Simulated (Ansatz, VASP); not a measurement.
LiTaH4 in VASP and in Ansatz

```
CELL_PARAMETERS angstrom
3.79051 0.00000 0.00000
0.00000 3.79051 0.00000
0.00000 0.00000 5.86762
ATOMIC_POSITIONS crystal
Li 0.50000 0.50000 0.50000
Ta 0.00000 0.00000 0.00000
H 0.00000 0.00000 0.67374
H 0.50000 0.00000 0.00000
H 0.00000 0.50000 0.00000
H 0.00000 0.00000 0.32626
```

Alike in both runs: task relaxation of cell and atoms; functional PBE; k mesh 4 × 4 × 4; occupations gaussian, width 0.1 eV; no spin polarisation.

```csv
,VASP,Ansatz
version,VASP 6.6.1,Ansatz 0.2.0
potentials or method,"VASP PAW PBE potentials, release 64 (Li_sv, Ta_pv, H), cutoff 600 eV","scalar-relativistic, plane waves, PAW"
valence electrons in the cell,18,20
```

|  | VASP | Ansatz | Ansatz less VASP |
| --- | --- | --- | --- |
| gap on the k mesh at the Fermi level, each at its own relaxed structure (eV) | none | none | - |
| relaxed volume (Å³/atom) | 11.93 | 11.85 | -0.083 |
| relaxed cell length with the largest relative difference (Å) | 5.742 | 5.709 | -0.0332 |

A gap of «none» marks a metal or a gap that the smearing closes. VASP's potentials hold 18 valence electrons a cell and Ansatz's 20, so a difference there can come from the potentials and not from the codes.

The k mesh is coarse, so the values compare programs but aren't converged. Spin-orbit coupling is off throughout. Noted on VASP's run: the cutoff is short for stress, so the pressure is rough; the volume moved by over 15 % at a fixed basis, so the end points are rough.
